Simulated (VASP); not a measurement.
# W in VASP: a series of runs, part 2 of 2

VASP 6.6.1.

## (3) Electric field gradients, PBEsol (equal xy, yz and zx shear strains of +2 %)

File INCAR:

```
SYSTEM = W
PREC = Accurate
ENCUT = 520
EDIFF = 1E-8
ISMEAR = -1
SIGMA = 0.05
LREAL = .False.
LASPH = .True.
NELM = 80
ALGO = Normal
ISIF = 2
LWAVE = .False.
LCHARG = .False.
GGA = PS
LEFG = .True.
NBANDS = 13
```

File KPOINTS:

```
regular mesh
0
Gamma
  14 14 14
  0 0 0
```

File POSCAR:

```
W
1.0
    0.0406000000      2.0503000000      2.0503000000
    2.0503000000      0.0406000000      2.0503000000
    2.0503000000      2.0503000000      0.0406000000
W
1
Direct
    0.0000000000      0.0000000000      0.0000000000
```

Potentials or basis: VASP PAW PBE potentials, release 64 (W_sv).

Run with:

```bash
$ cat potpaw_PBE.64/W_sv/POTCAR > POTCAR
$ mpirun -np 1 vasp_std > vasp.out
```

OUTCAR:

```text
SYSTEM = W
   PREC = Accurate
   ENCUT = 520
   EDIFF = 1E-8
   ISMEAR = -1
   LREAL = .False.
   LASPH = .True.
   NELM = 80
   ISIF = 2
   GGA = PS

 ion  position               nearest neighbor table
   1  0.000  0.000  0.000-

  LATTYP: Found a trigonal (rhomboedric) cell.
 ALAT       =     2.8998462959
 COS(alpha) =     0.5197000882

  Lattice vectors:

 A1 = (   0.0406000000,   2.0503000000,   2.0503000000)
 A2 = (   2.0503000000,   0.0406000000,   2.0503000000)
 A3 = (   2.0503000000,   2.0503000000,   0.0406000000)

Analysis of symmetry for initial positions (statically):
=====================================================================
 Subroutine PRICEL returns:
 Original cell was already a primitive cell.

 Routine SETGRP: Setting up the symmetry group for a
 trigonal (rhombohedral) supercell.

 Subroutine GETGRP returns: Found 12 space group operations
 (whereof 12 operations were pure point group operations)
 out of a pool of 12 trial point group operations.

The static configuration has the point symmetry D_3d.

Analysis of symmetry for dynamics (positions and initial velocities):
=====================================================================
 Subroutine PRICEL returns:
 Original cell was already a primitive cell.

 Routine SETGRP: Setting up the symmetry group for a
 trigonal (rhombohedral) supercell.

 Subroutine GETGRP returns: Found 12 space group operations
 (whereof 12 operations were pure point group operations)
 out of a pool of 12 trial point group operations.

The dynamic configuration has the point symmetry D_3d.

 Subroutine INISYM returns: Found 12 space group operations
 (whereof 12 operations are pure point group operations),
 and found     1 'primitive' translations

----------------------------------------------------------------------------------------

                                     Primitive cell

  volume of cell :      16.7259

  direct lattice vectors                    reciprocal lattice vectors
     0.040600000  2.050300000  2.050300000    -0.251232503  0.246354202  0.246354202
     2.050300000  0.040600000  2.050300000     0.246354202 -0.251232503  0.246354202
     2.050300000  2.050300000  0.040600000     0.246354202  0.246354202 -0.251232503

  length of vectors
     2.899846296  2.899846296  2.899846296     0.429532951  0.429532951  0.429532951

  position of ions in fractional coordinates (direct lattice)
     0.000000000  0.000000000  0.000000000

  ion indices of the primitive-cell ions
   primitive index   ion index
                 1           1

----------------------------------------------------------------------------------------

 KPOINTS: regular mesh

Automatic generation of k-mesh.
 Grid dimensions read from file:
 generate k-points for:   14   14   14

 Generating k-lattice:

  Cartesian coordinates                     Fractional coordinates (reciprocal lattice)
    -0.017945179  0.017596729  0.017596729     0.071428571  0.000000000  0.000000000
     0.017596729 -0.017945179  0.017596729     0.000000000  0.071428571  0.000000000
[... 73 lines left out ...]
   ISMEAR =    -1;   SIGMA  =   0.05  broadening in eV -4-tet -1-fermi 0-gaus
   EFERMI_NEDOS =   21; number of points for ismear=-14 and -15
   IALGO  =     38    algorithm
   IMIX   =      4    mixing-type and parameters
     AMIX     =   0.40;   BMIX     =  1.00
     AMIX_MAG =   1.60;   BMIX_MAG =  1.00
  volume/ion in A,a.u.               =      16.73       112.87
  Fermi-wavevector in a.u.,A,eV,Ry     =   1.542841  2.915548 32.386759  2.380360
  Thomas-Fermi vector in A             =   2.648589
   LORBIT       =      0    0 simple, 1 ext, 2 COOP (PROOUT), +10 PAW based schemes
   GGA     = PS    functional components
   LHFCALC =     F    Hartree Fock is set to
   AEXX    =    0.0000 exact exchange contribution
   IVDW    =     0    specifies the selected vdW correction
   LEPSILON=     F    determine dielectric tensor
   LRPA    =     F    only Hartree local field effects (RPA)
 non-spin polarized calculation
  energy-cutoff  :      520.00
  volume of cell :       16.73
 maximum number of plane-waves:       465
 NGX is ok and might be reduce to    24
   NGX = 11   NGY = 11   NGZ = 11

 number of electron      14.0000000 magnetization

 Free energy of the ion-electron system (eV)
  ---------------------------------------------------
  ext. energy  EPLUGINS =         0.00000000
  ---------------------------------------------------
  free energy    TOTEN  =       -13.29531002 eV

  energy without entropy =      -13.28658456  energy(sigma->0) =      -13.29094729

 E-fermi :  10.0738     XC(G=0): -13.4506

 val. band max:       10.0612273942   @ k =   0.1429   0.1429  -0.0000
 cond. band min:      10.0754601565   @ k =  -0.4286   0.4286   0.4286
 fundamental gap:      0.0142327623
 Fermi energy:        10.0737877974

 k-point     1 :       0.0000    0.0000    0.0000
  band No.  band energies     occupation
      1     -63.6176      2.00000
      2     -27.3220      2.00000
      3     -27.2357      2.00000
      4     -27.2357      2.00000
      5       1.1560      2.00000
      6       9.1703      2.00000
      7       9.6827      1.99920
      8       9.6827      1.99920
      9      12.5653      0.00000
     10      12.5653      0.00000
     11      22.8578      0.00000
     12      27.4615      0.00000
     13      28.2177      0.00000
[... 354 lines left out ...]
  band No.  band energies     occupation
      1     -63.5585      2.00000
      2     -27.8058      2.00000
      3     -27.4499      2.00000
      4     -27.3842      2.00000
      5       3.8584      2.00000
      6       7.8454      2.00000
      7       9.7343      1.99775
      8      10.5538      0.00014
      9      12.0494      0.00000
     10      13.5398      0.00000
     11      24.6091      0.00000
     12      27.5766      0.00000
     13      29.2956      0.00000

 [... further k-points ...]

------------------------ aborting loop because EDIFF is reached ----------------------------------------

  FORCE on cell =-STRESS in cart. coord.  units (eV):
  Direction    XX          YY          ZZ          XY          YZ          ZX
  --------------------------------------------------------------------------------------
  -------------------------------------------------------------------------------------
  Total       -1.2364656     -1.2364656     -1.2364656      0.1659845      0.1659845      0.1659845
  in kB     -118.4415161   -118.4415161   -118.4415161     15.8997220     15.8997220     15.8997220
  external PRESSURE =    -118.4415161 kB  Pullay stress =       0.0000000 kB

 VOLUME and BASIS-vectors are now :
 -----------------------------------------------------------------------------
  energy-cutoff  :      520.00
  volume of cell :       16.73
      direct lattice vectors                 reciprocal lattice vectors
     0.040600000  2.050300000  2.050300000    -0.251232503  0.246354202  0.246354202
     2.050300000  0.040600000  2.050300000     0.246354202 -0.251232503  0.246354202
     2.050300000  2.050300000  0.040600000     0.246354202  0.246354202 -0.251232503

 POSITION                                       TOTAL-FORCE (eV/Angst)
 -----------------------------------------------------------------------------------
      0.00000      0.00000      0.00000         0.000000      0.000000     -0.000000
 -----------------------------------------------------------------------------------
    total drift:                                0.000000      0.000000      0.000000

  FREE ENERGIE OF THE ION-ELECTRON SYSTEM (eV)
  ---------------------------------------------------
  free  energy   TOTEN  =       -13.2953100162 eV

  energy  without entropy=      -13.2865845604  energy(sigma->0) =      -13.29094729

 Electric field gradients (V/A^2)
---------------------------------------------------------------------
 ion       V_xx      V_yy      V_zz      V_xy      V_xz      V_yz
---------------------------------------------------------------------
   1       0.000    -0.000     0.000     7.468     7.468     7.468
---------------------------------------------------------------------

 Electric field gradients after diagonalization (V/A^2)
 (convention: |V_zz| > |V_xx| > |V_yy|)
----------------------------------------------------------------------
 ion       V_xx      V_yy      V_zz     asymmetry (V_yy - V_xx)/ V_zz
----------------------------------------------------------------------
   1      -7.468    -7.468    14.937       0.000
----------------------------------------------------------------------

           NMR quadrupolar parameters

 Cq : quadrupolar parameter    Cq=e*Q*V_zz/h
 eta: asymmetry parameters     (V_yy - V_xx)/ V_zz
 Q  : nuclear electric quadrupole moment in mb (millibarn)
----------------------------------------------------------------------
 ion       Cq(MHz)       eta       Q (mb)
----------------------------------------------------------------------
   1       0.036       0.000       1.000
----------------------------------------------------------------------
```

OSZICAR:

```text
N       E                     dE             d eps       ncg     rms          rms(c)
DAV:   1     0.829576251632E+02    0.82958E+02   -0.74561E+03  7509   0.121E+03
DAV:   2    -0.123497430434E+02   -0.95307E+02   -0.91839E+02  8373   0.314E+02
DAV:   3    -0.140051720924E+02   -0.16554E+01   -0.16444E+01  8323   0.398E+01
DAV:   4    -0.140124914649E+02   -0.73194E-02   -0.73191E-02  8388   0.292E+00
DAV:   5    -0.140125562980E+02   -0.64833E-04   -0.64833E-04  8483   0.262E-01    0.190E+01
DAV:   6    -0.134394250850E+02    0.57313E+00   -0.49056E-01  7988   0.904E+00    0.716E+00
DAV:   7    -0.133006715159E+02    0.13875E+00   -0.22235E-01  8373   0.567E+00    0.593E-01
DAV:   8    -0.132954168448E+02    0.52547E-02   -0.42798E-03  7558   0.861E-01    0.770E-02
DAV:   9    -0.132953074672E+02    0.10938E-03   -0.11903E-04  9201   0.119E-01    0.383E-02
DAV:  10    -0.132953101238E+02   -0.26565E-05   -0.51133E-06  7993   0.276E-02    0.409E-03
DAV:  11    -0.132953101963E+02   -0.72514E-07   -0.45083E-07  8168   0.756E-03    0.236E-03
DAV:  12    -0.132953100377E+02    0.15853E-06   -0.16090E-08  6030   0.156E-03    0.136E-04
DAV:  13    -0.132953100198E+02    0.17971E-07   -0.16283E-09  4224   0.497E-04    0.760E-05
DAV:  14    -0.132953100162E+02    0.35341E-08   -0.22000E-10  3914   0.179E-04
   1 F= -.13295310E+02 E0= -.13290947E+02  d E =-.872546E-02
```

It took 67 s on 1 thread of Intel Xeon 8259CL, shared host; peak memory 0.19 GiB.

What came out:

* Free energy: -13.2953 eV
* Pressure: -11.8 GPa
* Band gap on the k mesh: zero (bands 7 and 8 overlap by 3.37 eV)
* Largest electric field gradient by atom: W +14.9 V/Å²

Stress tensor (GPa, compression positive):
```
-11.84   1.59   1.59
  1.59 -11.84   1.59
  1.59   1.59 -11.84
```

Levels at points of the mesh, in eV from the Fermi level:
```tsv
k point	band 4	band 5	band 6	band 7	band 8	band 9	band 10	band 11
(0.00, 0.00, 0.00)	-37.31	-8.92	-0.90	-0.39	-0.39	2.49	2.49	12.78
(0.50, 0.00, 0.00)	-37.48	-5.50	-1.08	-0.55	0.69	4.70	5.15	10.13
(0.50, 0.50, 0.00)	-37.69	-5.38	-4.42	2.95	4.81	5.59	5.67	11.26
(0.50, 0.50, 0.50)	-37.43	-5.58	-0.67	-0.67	0.29	4.79	4.79	9.58
```

Electric field gradients, principal values (V/Å²):
| atom | least | middle | greatest (by size) |
| --- | --- | --- | --- |
| 1 W | -7.468 | -7.468 | 14.937 |

Caveat: the cell differs from its parent crystal (equal xy, yz and zx shear strains of +2 %); the cell stands under tension; without QUAD_EFG the Cq values of the log hold for a quadrupole moment of 1 mb, not for the nuclei; the PAW data sets were made with another functional, which shifts forces and pressure a little; spin-orbit coupling is left out, which moves the levels of the heavy elements.

## (4) Electric field gradients, PBEsol (zz strain of -2 %)

File INCAR:

```
PREC = Accurate ; ENCUT = 520
EDIFF = 1E-8 ; ISMEAR = -1
SIGMA = 0.05 ; LREAL = F
LASPH = T ; NELM = 100
ALGO = Normal ; ISIF = 2
LWAVE = F ; LCHARG = F
GGA = PS ; LEFG = T
NBANDS = 13
```

File KPOINTS:

```
regular mesh
0
Gamma
  14 14 14
```

File POSCAR:

```
W
1.0
    0.0000000000      2.0300000000      1.9894000000
    2.0300000000      0.0000000000      1.9894000000
    2.0300000000      2.0300000000      0.0000000000
W
1
Direct
    0.0000000000      0.0000000000      0.0000000000
```

Potentials or basis: VASP PAW PBE potentials, release 64 (W_sv).

Run with:

```bash
$ cat potpaw_PBE.64/W_sv/POTCAR > POTCAR
$ mpirun -np 1 vasp_std > vasp.out
```

OUTCAR:

```text
PREC = Accurate
   ENCUT = 520
   EDIFF = 1E-8
   ISMEAR = -1
   LREAL = F
   LASPH = T
   NELM = 100
   ISIF = 2
   GGA = PS

 ion  position               nearest neighbor table
   1  0.000  0.000  0.000-

  LATTYP: Found a body centered tetragonal cell.
 ALAT       =     2.8708535316
 C/A-ratio  =     1.3859292911

  Lattice vectors:

 A1 = (   0.0000000000,  -2.0300000000,  -1.9894000000)
 A2 = (   0.0000000000,   2.0300000000,  -1.9894000000)
 A3 = (   2.0300000000,   0.0000000000,   1.9894000000)

Analysis of symmetry for initial positions (statically):
=====================================================================
 Subroutine PRICEL returns:
 Original cell was already a primitive cell.

 Routine SETGRP: Setting up the symmetry group for a
 body centered tetragonal supercell.

 Subroutine GETGRP returns: Found 16 space group operations
 (whereof 16 operations were pure point group operations)
[... 564 lines left out ...]

 VOLUME and BASIS-vectors are now :
 -----------------------------------------------------------------------------
  energy-cutoff  :      520.00
  volume of cell :       16.40
      direct lattice vectors                 reciprocal lattice vectors
     0.000000000  2.030000000  1.989400000    -0.246305419  0.246305419  0.251332060
     2.030000000  0.000000000  1.989400000     0.246305419 -0.246305419  0.251332060
     2.030000000  2.030000000  0.000000000     0.246305419  0.246305419 -0.251332060

 POSITION                                       TOTAL-FORCE (eV/Angst)
 -----------------------------------------------------------------------------------
      0.00000      0.00000      0.00000         0.000000      0.000000      0.000000
 -----------------------------------------------------------------------------------
    total drift:                               -0.000000      0.000000     -0.000000

  FREE ENERGIE OF THE ION-ELECTRON SYSTEM (eV)
  ---------------------------------------------------
  free  energy   TOTEN  =       -13.3120470231 eV

  energy  without entropy=      -13.3018941467  energy(sigma->0) =      -13.30697058

 Electric field gradients (V/A^2)
---------------------------------------------------------------------
 ion       V_xx      V_yy      V_zz      V_xy      V_xz      V_yz
---------------------------------------------------------------------
   1      -6.674    -6.674    13.347     0.000    -0.000    -0.000
---------------------------------------------------------------------

 Electric field gradients after diagonalization (V/A^2)
 (convention: |V_zz| > |V_xx| > |V_yy|)
----------------------------------------------------------------------
 ion       V_xx      V_yy      V_zz     asymmetry (V_yy - V_xx)/ V_zz
----------------------------------------------------------------------
   1      -6.674    -6.674    13.347       0.000
----------------------------------------------------------------------

           NMR quadrupolar parameters

 Cq : quadrupolar parameter    Cq=e*Q*V_zz/h
 eta: asymmetry parameters     (V_yy - V_xx)/ V_zz
 Q  : nuclear electric quadrupole moment in mb (millibarn)
----------------------------------------------------------------------
 ion       Cq(MHz)       eta       Q (mb)
----------------------------------------------------------------------
   1       0.032       0.000       1.000
----------------------------------------------------------------------
```

OSZICAR:

```text
N       E                     dE             d eps       ncg     rms          rms(c)
DAV:   1     0.833953761116E+02    0.83395E+02   -0.73910E+03  6365   0.122E+03
DAV:   2    -0.123259605667E+02   -0.95721E+02   -0.92250E+02  7049   0.314E+02
DAV:   3    -0.140011810692E+02   -0.16752E+01   -0.16665E+01  7059   0.400E+01
DAV:   4    -0.140083043599E+02   -0.71233E-02   -0.71230E-02  7159   0.291E+00
DAV:   5    -0.140083671688E+02   -0.62809E-04   -0.62808E-04  7084   0.257E-01    0.197E+01
DAV:   6    -0.134532093655E+02    0.55516E+00   -0.46641E-01  6794   0.888E+00    0.757E+00
DAV:   7    -0.133171566956E+02    0.13605E+00   -0.21693E-01  7139   0.564E+00    0.541E-01
DAV:   8    -0.133121658792E+02    0.49908E-02   -0.43185E-03  6409   0.878E-01    0.796E-02
DAV:   9    -0.133120441532E+02    0.12173E-03   -0.11827E-04  7601   0.119E-01    0.339E-02
DAV:  10    -0.133120468660E+02   -0.27128E-05   -0.72268E-06  6834   0.339E-02    0.200E-03
DAV:  11    -0.133120470914E+02   -0.22536E-06   -0.11900E-07  6804   0.391E-03    0.344E-04
DAV:  12    -0.133120470268E+02    0.64574E-07   -0.21622E-09  4742   0.612E-04    0.772E-05
DAV:  13    -0.133120470231E+02    0.37335E-08   -0.32740E-10  3487   0.245E-04
   1 F= -.13312047E+02 E0= -.13306971E+02  d E =-.101529E-01
```

Wall time 60 s (1 thread of Intel Xeon 8259CL, shared host); peak memory 0.18 GiB.

What came out:

| Quantity | Value |
| --- | --- |
| Free energy | -13.3120 eV |
| Pressure | -6.9 GPa |
| Band gap on the k mesh | zero (bands 7 and 8 overlap by 3.86 eV) |
| Largest electric field gradient by atom | W +13.3 V/Å² |

Levels at points of the mesh, in eV from the Fermi level:
```tsv
k point	band 3	band 4	band 5	band 6	band 7	band 8	band 9	band 10	band 11	band 12
(0.00, 0.00, 0.00)	-37.26	-37.24	-9.00	-0.64	-0.64	-0.38	2.36	2.75	12.84	17.80
(0.50, 0.00, 0.00)	-37.43	-37.38	-5.61	-0.94	-0.63	0.66	4.96	5.15	10.30	12.45
(0.50, 0.50, 0.00)	-37.70	-37.70	-5.48	-4.56	3.35	4.99	5.81	5.81	11.55	11.55
(0.50, 0.00, 0.50)	-37.67	-37.64	-5.51	-4.49	2.94	5.01	5.63	5.94	11.70	12.02
```

Electric field gradients, principal values (V/Å²):
| atom | least | middle | greatest (by size) |
| --- | --- | --- | --- |
| 1 W | -6.674 | -6.674 | 13.347 |

Caveat: the cell differs from its parent crystal (zz strain of -2 %); the cell stands under tension; without QUAD_EFG the Cq values of the log hold for a quadrupole moment of 1 mb, not for the nuclei; the PAW data sets were made with another functional, which shifts forces and pressure a little; spin-orbit coupling is left out, which moves the levels of the heavy elements.
